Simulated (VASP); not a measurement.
A run of VASP 6.6.1 is set up as follows.

The input INCAR:

```
PREC = Accurate
ENCUT = 520
EDIFF = 1E-6
ISMEAR = 0
SIGMA = 0.01
LREAL = False
LASPH = True
NELM = 80
ALGO = Normal
ISIF = 2
LWAVE = False
LCHARG = True
LELF = True
LVHAR = True
NBANDS = 18
```

KPOINTS

```
Automatic mesh
0
Gamma
  6 6 2
```

Contents of POSCAR:

```
N
1.0
    3.5804202189      0.0000000000      0.0000000000
   -1.7902101095      3.1007348658      0.0000000000
    0.0000000000      0.0000000000      7.6415139778
N
4
Direct
    0.3333333333      0.6666666667      0.3215707895
    0.3333333333      0.6666666667      0.1784292105
    0.6666666667      0.3333333333      0.8215707895
    0.6666666667      0.3333333333      0.6784292105
```

Potentials or basis: VASP PAW LDA potentials, release 64 (N).

Run with:

```bash
$ cat potpaw_LDA.64/N/POTCAR > POTCAR
$ mpirun -np 1 vasp_std > vasp.out
```

Estimate the largest force.

1.577 eV/Å.

What does it give for the band gap on the k mesh?

6.85 eV, indirect (least direct gap 6.90 eV).

Predict the pressure.

1.6 GPa.

Stress tensor (GPa, compression positive):
```
-0.44  0.00  0.00
 0.00 -0.44  0.00
 0.00  0.00  5.71
```

Caveat: the standard files for N, O and F lose accuracy on very short bonds; forces of over 1 eV/Å act on the atoms, so gaps and moduli don't describe the material at rest. A hybrid or GW would open this gap; LDA tends to underestimate it.
